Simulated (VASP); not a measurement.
The system is SbMo (wurtzite type).

```
Mo Sb
1.0
     4.55586    0.00000    0.00000
    -2.27793    3.94549    0.00000
     0.00000    0.00000    7.42605
Mo Sb
2 2
Direct
  0.33333 0.66667 0.00000
  0.66667 0.33333 0.50000
  0.33333 0.66667 0.37600
  0.66667 0.33333 0.87600
```

- Program: VASP 6.6.1
- Task: relaxation of cell and atoms
- Functional: PBE
- Potentials or basis: VASP PAW PBE potentials, release 64 (Mo_sv, Sb)
- Cutoff: 600 eV
- k mesh: 9 × 9 × 5
- Occupations: fermi-dirac, width 0.05 eV
- Spin: no spin polarisation

At the start: pressure -8.0 GPa; volume 33.37 Å³/atom.

Q: How do energy, volume and symmetry change on relaxing?

A: Over 50 steps the energy falls by 511.9 meV/atom and the volume is 25.44 Å³/atom (-23.8 %); space group P6_3/mmc (No. 194, to 0.05 Å).

Step by step:
```
step  energy change (eV)  largest force (eV/Å)  pressure (GPa)  volume (Å³)
   1              0.0000                0.0875           -7.98       133.48
   3             -0.5084                0.0215           -0.14       115.93
   5             -0.5092                0.0662            0.08       115.60
   7             -0.5123                0.4456            0.05       115.68
   9             -0.5125                0.4519            0.04       115.68
  11             -0.5133                0.4812            0.03       115.69
  13             -0.5168                0.5991           -0.03       115.74
  15             -0.5332                1.0777           -0.29       115.84
  17             -0.5408                2.0335           -0.76       115.66
  19             -0.5422                2.0870           -0.83       115.68
  21             -0.5456                2.3355           -1.14       115.76
  23             -0.5433                2.4630           -1.27       115.78
  25             -0.5625                2.5114           -1.49       115.78
  27             -0.6452                2.7288           -2.40       115.70
  29             -0.5157                3.3029           -1.55       113.80
  31             -0.8019                3.0699           -3.58       114.83
  33             -1.0550                1.6067           -3.93       113.33
  35             -1.2295                1.6844           -4.57       112.87
  37             -1.9475                0.4232           -3.58       106.25
  39             -2.0261                0.3729            0.48       101.35
  41             -2.0361                0.2822            0.68       101.11
  43             -2.0458                0.0640            0.42       101.38
  45             -2.0473                0.0175           -0.15       101.94
  47             -2.0474                0.0120           -0.04       101.81
  49             -2.0474                0.0065            0.00       101.77
  50             -2.0474                0.0035            0.00       101.77
```

Final structure:
```xyz
4
Lattice="4.6424 0.0000 0.0000 -2.3212 4.0205 0.0000 0.0000 0.0000 5.4524" Properties=species:S:1:pos:R:3 pbc="T T T"
Mo    0.0000    2.6803    5.1145
Mo    2.3212    1.3402    2.3883
Sb    0.0000    2.6803    2.3880
Sb    2.3212    1.3402    5.1141
```

Caveat: the volume moved by over 15 % at a fixed basis, so the end points are rough.
